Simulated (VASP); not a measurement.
# ZrB2 (P6/mmm) in VASP: single point with PBEsol

Aim: the single point of ZrB2 with PBEsol.

Program: VASP 6.6.1. These are calculated values, not measurements. Logs are shortened: lines on timing, memory, paths and dates and some standing lists are left out, and cuts for length are marked.

## (1) The cell of the first run

It takes space group P6/mmm (No. 191, hexagonal). Conventional cell: a = 3.155 Å, b = 3.155 Å, c = 3.507 Å, α = 90.00°, β = 90.00°, γ = 120.00°. Zr (site symmetry 6/mmm) has 12 B at 2.53 Å and 6 Zr at 3.15 Å within 3.3 Å. B (site symmetry -6m2) has 3 B at 1.82 Å within 2.4 Å.

## (2) Single point, PBEsol

The input, POSCAR:

```
ZrB2
1.0
    3.1549374828      0.0000000000      0.0000000000
   -1.5774687414      2.7322560075      0.0000000000
    0.0000000000      0.0000000000      3.5067685677
Zr B
1 2
Direct
    0.0000000000      0.0000000000      0.0000000000
    0.3333333333      0.6666666667      0.5000000000
    0.6666666667      0.3333333333      0.5000000000
```

The input, INCAR.step1:

```
PREC = Accurate ; ENCUT = 520
EDIFF = 1E-7 ; ISMEAR = 0
SIGMA = 0.1 ; LREAL = False
LASPH = True ; NELM = 100
ALGO = Normal ; ISIF = 2
LWAVE = False ; LCHARG = True
LMAXMIX = 4 ; GGA = PS
NBANDS = 16
```

The input, KPOINTS.step1:

```
Automatic mesh
0
Gamma
  18 18 12
```

The input, INCAR.step2:

```
PREC = Accurate ; ENCUT = 520
EDIFF = 1E-7 ; ISMEAR = -5
SIGMA = 0.1 ; LREAL = False
LASPH = True ; NELM = 100
ALGO = Normal ; ISIF = 2
LWAVE = False ; LCHARG = False
LMAXMIX = 4 ; GGA = PS
LORBIT = 11 ; NEDOS = 2001
ICHARG = 11
```

The input, KPOINTS.step2:

```
Automatic mesh
0
Gamma
  27 27 18
```

Potentials or basis: VASP PAW PBE potentials, release 64 (Zr_sv, B).

Started as:

```sh
$ cat potpaw_PBE.64/Zr_sv/POTCAR potpaw_PBE.64/B/POTCAR > POTCAR
$ cp INCAR.step1 INCAR
$ cp KPOINTS.step1 KPOINTS
$ mpirun -np 1 vasp_std > vasp.out
$ cp INCAR.step2 INCAR
$ cp KPOINTS.step2 KPOINTS
$ mpirun -np 1 vasp_std > vasp.out
```

OUTCAR:

```text
PREC = Accurate
   ENCUT = 520
   EDIFF = 1E-7
   ISMEAR = -5
   LREAL = False
   LASPH = True
   NELM = 100
   ISIF = 2
   GGA = PS
   LORBIT = 11
   ICHARG = 11

 ion  position               nearest neighbor table
   1  0.000  0.000  0.000-   2 2.53   3 2.53   2 2.53   3 2.53   3 2.53   3 2.53   2 2.53   2 2.53
                             3 2.53   3 2.53   2 2.53   2 2.53
   2  0.333  0.667  0.500-   3 1.82   3 1.82   3 1.82   1 2.53   1 2.53   1 2.53   1 2.53   1 2.53
                             1 2.53
   3  0.667  0.333  0.500-   2 1.82   2 1.82   2 1.82   1 2.53   1 2.53   1 2.53   1 2.53   1 2.53
                             1 2.53

  LATTYP: Found a hexagonal cell.
 ALAT       =     3.1549374828
 C/A-ratio  =     1.1115176091

  Lattice vectors:

 A1 = (   3.1549374828,   0.0000000000,   0.0000000000)
 A2 = (  -1.5774687414,   2.7322560075,   0.0000000000)
 A3 = (   0.0000000000,   0.0000000000,   3.5067685677)

Analysis of symmetry for initial positions (statically):
=====================================================================
 Subroutine PRICEL returns:
 Original cell was already a primitive cell.

 Routine SETGRP: Setting up the symmetry group for a
 hexagonal supercell.

 Subroutine GETGRP returns: Found 24 space group operations
 (whereof 24 operations were pure point group operations)
 out of a pool of 24 trial point group operations.

The static configuration has the point symmetry D_6h.

Analysis of symmetry for dynamics (positions and initial velocities):
=====================================================================
 Subroutine PRICEL returns:
 Original cell was already a primitive cell.

 Routine SETGRP: Setting up the symmetry group for a
 hexagonal supercell.

 Subroutine GETGRP returns: Found 24 space group operations
 (whereof 24 operations were pure point group operations)
 out of a pool of 24 trial point group operations.

The dynamic configuration has the point symmetry D_6h.

 Subroutine INISYM returns: Found 24 space group operations
 (whereof 24 operations are pure point group operations),
 and found     1 'primitive' translations

----------------------------------------------------------------------------------------

                                     Primitive cell

  volume of cell :      30.2287

  direct lattice vectors                    reciprocal lattice vectors
     3.154937483  0.000000000  0.000000000     0.316963491  0.182998957  0.000000000
    -1.577468741  2.732256008  0.000000000     0.000000000  0.365997914  0.000000000
     0.000000000  0.000000000  3.506768568     0.000000000  0.000000000  0.285162816

  length of vectors
     3.154937483  3.154937483  3.506768568     0.365997914  0.365997914  0.285162816

  position of ions in fractional coordinates (direct lattice)
     0.000000000  0.000000000  0.000000000
     0.333333333  0.666666667  0.500000000
     0.666666667  0.333333333  0.500000000

  ion indices of the primitive-cell ions
   primitive index   ion index
                 1           1
                 2           2
                 3           3

----------------------------------------------------------------------------------------

 KPOINTS: Automatic mesh

Automatic generation of k-mesh.
 Grid dimensions read from file:
 generate k-points for:   27   27   18

 Generating k-lattice:

  Cartesian coordinates                     Fractional coordinates (reciprocal lattice)
     0.011739389  0.006777739  0.000000000     0.037037037  0.000000000  0.000000000
     0.000000000  0.013555478  0.000000000     0.000000000  0.037037037  0.000000000
     0.000000000  0.000000000  0.015842379     0.000000000  0.000000000  0.055555556

  Length of vectors
     0.013555478  0.013555478  0.015842379

  Shift w.r.t. Gamma in fractional coordinates (k-lattice)
     0.000000000  0.000000000  0.000000000

 TETIRR: Found  13302 inequivalent tetrahedra from    78732

 Subroutine IBZKPT returns following result:
 ===========================================

 Found    750 irreducible k-points:

 Following reciprocal coordinates:
            Coordinates               Weight
  0.000000  0.000000  0.000000      1.000000
  0.037037  0.000000  0.000000      6.000000
  0.074074  0.000000  0.000000      6.000000
  0.111111  0.000000  0.000000      6.000000
  0.148148  0.000000  0.000000      6.000000
  0.185185  0.000000  0.000000      6.000000
[... 16 lines left out ...]
  0.333333  0.037037  0.000000     12.000000
  0.370370  0.037037  0.000000     12.000000
 [... further k-points ...]
   k-points           NKPTS =    750   k-points in BZ     NKDIM =    750   number of bands    NBANDS=     13
   number of dos      NEDOS =   2001   number of ions     NIONS =      3
   total plane-waves  NPLWV =  16128
   dimension x,y,z NGX =    24 NGY =   24 NGZ =   28
   dimension x,y,z NGXF=    48 NGYF=   48 NGZF=   56
   ions per type =               1   2
   NGX,Y,Z   is equivalent  to a cutoff of  12.65, 12.65, 13.27 a.u.
   NGXF,Y,Z  is equivalent  to a cutoff of  25.29, 25.29, 26.55 a.u.
 SYSTEM =  unknown system
   PREC   = accura    normal or accurate (medium, high low for compatibility)
   ISTART =      0    job   : 0-new  1-cont  2-samecut
   ICHARG =     11    charge: 1-file 2-atom 10-const
   ISPIN  =      1    spin polarized calculation?
   LNONCOLLINEAR =      F non collinear calculations
   LSORBIT =      F    spin-orbit coupling
   LASPH  =      T    aspherical Exc in radial PAW
   ENCUT  =  520.0 eV  38.22 Ry    6.18 a.u.   5.87  5.87  6.52*2*pi/ulx,y,z
   NELM   =    100;   NELMIN=  2; NELMDL=  0     # of ELM steps
   EDIFF  = 0.1E-06   stopping-criterion for ELM
   LREAL  =      F    real-space projection
   EDIFFG = 0.1E-05   stopping-criterion for IOM
   NSW    =      0    number of steps for IOM
   IBRION =     -1    ionic relax: 0-MD 1-quasi-New 2-CG
   NFREE  =      0    steps in history (QN), initial steepest desc. (CG)
   ISIF   =      2    stress and relaxation
   ISYM   =      2    0-nonsym 1-usesym 2-fastsym
   POTIM  = 0.5000    time-step for ionic-motion
   TEBEG  =    0.0;   TEEND  =   0.0 temperature during run
   PSTRESS=    0.0 pullay stress
   NELECT =      18.0000    total number of electrons
   NUPDOWN=      -1.0000    fix difference up-down
   EMIN   =  10.00;   EMAX   =-10.00  energy-range for DOS
   EFERMI =   0.00;   METHOD = LEGACY
   ISMEAR =    -5;   SIGMA  =   0.10  broadening in eV -4-tet -1-fermi 0-gaus
   EFERMI_NEDOS =   21; number of points for ismear=-14 and -15
   IALGO  =     38    algorithm
   IMIX   =      4    mixing-type and parameters
     AMIX     =   0.40;   BMIX     =  1.00
     AMIX_MAG =   1.60;   BMIX_MAG =  1.00
  volume/ion in A,a.u.               =      10.08        68.00
  Fermi-wavevector in a.u.,A,eV,Ry     =   1.377292  2.602704 25.809331  1.896932
  Thomas-Fermi vector in A             =   2.502458
   LORBIT       =     11    0 simple, 1 ext, 2 COOP (PROOUT), +10 PAW based schemes
   GGA     = PS    functional components
   LHFCALC =     F    Hartree Fock is set to
   AEXX    =    0.0000 exact exchange contribution
   IVDW    =     0    specifies the selected vdW correction
   LEPSILON=     F    determine dielectric tensor
   LRPA    =     F    only Hartree local field effects (RPA)
 non-spin polarized calculation
 Fermi weights with tetrahedron method with Bloechl corrections
  energy-cutoff  :      520.00
  volume of cell :       30.23
 maximum number of plane-waves:       836
 NGX is ok and might be reduce to    24

 number of electron      18.0000000 magnetization

 Free energy of the ion-electron system (eV)
  ---------------------------------------------------
  ext. energy  EPLUGINS =         0.00000000
  ---------------------------------------------------
  free energy    TOTEN  =       -26.40172346 eV

  energy without entropy =      -26.40172346  energy(sigma->0) =      -26.40172346

 E-fermi :  10.6880     XC(G=0): -12.6179

 val. band max:       10.7071121977   @ k =   0.0741   0.0741   0.3333
 cond. band min:      10.6016995163   @ k =   0.1481   0.1111   0.2222
 fundamental gap:     -0.1054126814
 Fermi energy:        10.6880439632

 k-point     1 :       0.0000    0.0000    0.0000
  band No.  band energies     occupation
      1     -37.8271      2.00000
      2     -16.0631      2.00000
      3     -15.4772      2.00000
      4     -15.4772      2.00000
      5      -2.1572      2.00000
      6       7.9411      2.00000
      7       7.9411      2.00000
      8       7.9647      2.00000
      9       8.3248      2.00000
     10      14.0875      0.00000
     11      14.0875      0.00000
     12      14.9220      0.00000
     13      14.9220      0.00000

 k-point     2 :       0.0370    0.0000    0.0000
  band No.  band energies     occupation
      1     -37.8255      2.00000
      2     -16.0606      2.00000
      3     -15.4918      2.00000
      4     -15.4804      2.00000
      5      -2.1290      2.00000
      6       7.8565      2.00000
      7       7.9432      2.00000
      8       7.9927      2.00000
      9       8.2905      2.00000
     10      14.0692      0.00000
     11      14.1374      0.00000
     12      14.6636      0.00000
     13      14.7398      0.00000

 k-point     3 :       0.0741    0.0000    0.0000
  band No.  band energies     occupation
      1     -37.8205      2.00000
      2     -16.0533      2.00000
      3     -15.5348      2.00000
      4     -15.4896      2.00000
      5      -2.0449      2.00000
      6       7.6172      2.00000
      7       7.9477      2.00000
      8       8.0731      2.00000
      9       8.1934      2.00000
     10      14.0159      0.00000
     11      14.1915      0.00000
     12      14.2745      0.00000
     13      14.4462      0.00000

 k-point     4 :       0.1111    0.0000    0.0000
  band No.  band energies     occupation
      1     -37.8126      2.00000
      2     -16.0416      2.00000
      3     -15.6031      2.00000
      4     -15.5044      2.00000
      5      -1.9071      2.00000
      6       7.2587      2.00000
      7       7.9501      2.00000
      8       8.0473      2.00000
      9       8.1944      2.00000
     10      13.7051      0.00000
     11      13.9323      0.00000
     12      14.2050      0.00000
     13      14.4594      0.00000

 k-point     5 :       0.1481    0.0000    0.0000
  band No.  band energies     occupation
      1     -37.8021      2.00000
      2     -16.0259      2.00000
      3     -15.6923      2.00000
      4     -15.5240      2.00000
      5      -1.7189      2.00000
      6       6.8195      2.00000
      7       7.8696      2.00000
      8       7.9448      2.00000
      9       8.3357      2.00000
     10      13.2756      0.00000
     11      13.8252      0.00000
     12      14.0539      0.00000
     13      14.6207      0.00000
[... 257 lines left out ...]
 k-point    22 :       0.2963    0.0370    0.0000
  band No.  band energies     occupation
      1     -37.7391      2.00000
      2     -16.1914      2.00000
      3     -15.9320      2.00000
      4     -15.6444      2.00000
      5      -0.3395      2.00000
      6       4.4909      2.00000
      7       7.0583      2.00000
      8       7.5509      2.00000
      9       8.5813      2.00000
     10      12.8667      0.00000
     11      13.1645      0.00000
     12      14.2238      0.00000
     13      14.6890      0.00000

 k-point    23 :       0.3333    0.0370    0.0000
  band No.  band energies     occupation
      1     -37.7264      2.00000
      2     -16.2864      2.00000
      3     -15.9131      2.00000
      4     -15.6677      2.00000
      5       0.0524      2.00000
      6       3.9635      2.00000
      7       6.9289      2.00000
      8       7.4473      2.00000
      9       8.4739      2.00000
     10      12.6637      0.00000
     11      13.6117      0.00000
     12      14.0258      0.00000
     13      15.0245      0.00000

 k-point    24 :       0.3704    0.0370    0.0000
  band No.  band energies     occupation
      1     -37.7158      2.00000
      2     -16.3651      2.00000
      3     -15.8971      2.00000
      4     -15.6871      2.00000
      5       0.4679      2.00000
      6       3.4427      2.00000
      7       6.8261      2.00000
      8       7.3526      2.00000
      9       8.3637      2.00000
     10      12.4864      0.00000
     11      13.8698      0.00000
     12      14.1475      0.00000
     13      15.3562      0.00000

 [... further k-points ...]

------------------------ aborting loop because EDIFF is reached ----------------------------------------

  FORCE on cell =-STRESS in cart. coord.  units (eV):
  Direction    XX          YY          ZZ          XY          YZ          ZX
  --------------------------------------------------------------------------------------
  -------------------------------------------------------------------------------------
  Total        0.0569251      0.0569251      0.0617798      0.0000000     -0.0000000      0.0000000
  in kB        3.0171391      3.0171391      3.2744437      0.0000000     -0.0000000      0.0000000
  external PRESSURE =       3.1029073 kB  Pullay stress =       0.0000000 kB

 VOLUME and BASIS-vectors are now :
 -----------------------------------------------------------------------------
  energy-cutoff  :      520.00
  volume of cell :       30.23
      direct lattice vectors                 reciprocal lattice vectors
     3.154937483  0.000000000  0.000000000     0.316963491  0.182998957  0.000000000
    -1.577468741  2.732256008  0.000000000     0.000000000  0.365997914  0.000000000
     0.000000000  0.000000000  3.506768568     0.000000000  0.000000000  0.285162816

 POSITION                                       TOTAL-FORCE (eV/Angst)
 -----------------------------------------------------------------------------------
      0.00000      0.00000      0.00000         0.000000      0.000000      0.000000
     -0.00000      1.82150      1.75338         0.000000      0.000000      0.000000
      1.57747      0.91075      1.75338        -0.000000      0.000000      0.000000
 -----------------------------------------------------------------------------------
    total drift:                               -0.000000      0.000000     -0.000000

  FREE ENERGIE OF THE ION-ELECTRON SYSTEM (eV)
  ---------------------------------------------------
  free  energy   TOTEN  =       -26.4017234614 eV

  energy  without entropy=      -26.4017234614  energy(sigma->0) =      -26.40172346

 total charge

# of ion       s       p       d       tot
------------------------------------------
    1        2.173   6.033   1.806  10.012
    2        0.665   1.249   0.000   1.915
    3        0.665   1.249   0.000   1.915
--------------------------------------------------
tot          3.504   8.531   1.806  13.842
```

Run time: 2.4 min. Hardware: 1 thread of AMD EPYC 9R45 (Zen 5), shared host; peak memory 0.39 GiB.

Results:

```yaml
Valence_electrons_inside_the_program's_atomic_spheres: Zr 10.01; B 1.92
```

Caveat: the PAW data sets were made with another functional, which shifts forces and pressure a little.
